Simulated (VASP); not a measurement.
Here is a VASP 6.6.1 calculation.

File INCAR:

```
PREC = Accurate
ENCUT = 520
EDIFF = 1E-7
ISMEAR = -1
SIGMA = 0.02
LREAL = Auto
LASPH = T
NELM = 100
ALGO = Normal
ISIF = 2
LWAVE = F
LCHARG = F
GGA = PE
IVDW = 12
NBANDS = 50
```

KPOINTS

```
Automatic mesh
0
Gamma
  1 1 1
```

The input POSCAR:

```
H15C2NO6
1.0
    5.9776950000      0.0000000000      0.0000000000
    0.0000000000      5.9776950000      0.0000000000
    0.0000000000      0.0000000000      5.9776950000
O H C N
6 15 2 1
Direct
    0.2067017471      0.4631885702      0.8683614671
    0.3436274350      0.2645334029      0.3182163024
    0.8594449867      0.1868445948     -0.0137343909
   -0.1593256263      0.3833751973      0.4958767552
    0.5299701641      0.6208747686      0.6823867728
    0.5863129517      0.8821962312      0.0525787950
    0.2210718345      0.5535745802      0.9887590451
    0.0620473276      0.3793937295      0.9022541297
    0.4642926747      0.2485573453      0.2088597695
    0.2440907407      0.1993243215      0.2035232644
    0.7568970983      0.0781739450     -0.0705121288
    0.9823853509      0.0821554127      0.0142362566
   -0.1388495064      0.5353568558      0.4441845895
   -0.1976681647      0.3000822223      0.3631500102
    0.4683577867      0.4861740186      0.7456218492
    0.6305942341      0.5634780630      0.5686305507
    0.5992276287      0.7888994002      0.1824950922
    0.5008284966      0.8063977838     -0.0636532978
    0.0510564691      1.1369097955      0.6427059259
    0.0322866924      0.8519839169      0.7618153820
    0.2978238267      0.9701398281      0.6706096581
    0.1078174781      0.9649204250      0.6313470326
    0.0814026142      0.8570193026      0.4243107084
    0.0245914186      0.7301811150      0.2833366373
```

Potentials or basis: VASP PAW PBE potentials, release 64 (O, H, C, N).

Launch:

```bash
$ cat potpaw_PBE.64/O/POTCAR potpaw_PBE.64/H/POTCAR potpaw_PBE.64/C/POTCAR potpaw_PBE.64/N/POTCAR > POTCAR
$ mpirun -np 1 vasp_gam > vasp.out
```

Q: What does it give for the band gap on the k mesh?

A: 4.03 eV.

Q: What does it give for the dispersion energy per atom?

A: -0.046 eV.

Q: Predict the pressure.

A: 3.9 GPa.

Forces in eV/Å, atoms in the order of the input:
```
O   -2.120 -3.567 -2.537
O   -0.042 -0.611 -1.585
O    1.766  1.043  0.700
O   -0.319 -0.646  0.437
O    0.351  1.405 -0.249
O   -0.722  0.671 -0.249
H    0.329  2.624  3.623
H    0.870  0.686 -0.516
H    1.072  0.277  0.545
H   -0.724  0.323  0.941
H   -1.410 -0.661 -0.171
H   -0.082  0.189  0.355
H    1.009  0.239 -0.623
H    0.011 -0.224 -0.599
H   -0.717 -0.428  0.080
H    0.005 -0.303  0.256
H    0.005 -0.447  0.301
H    0.334 -0.675 -0.288
H   -0.377  0.121 -0.353
H    0.111  0.314 -0.418
H   -1.530 -0.104 -0.371
C    2.584 -0.119  1.663
C   -1.185 -1.699 -1.188
N    0.781  1.590  0.245
```

Caveat: the k points lie up to 1.05 Å⁻¹ apart.
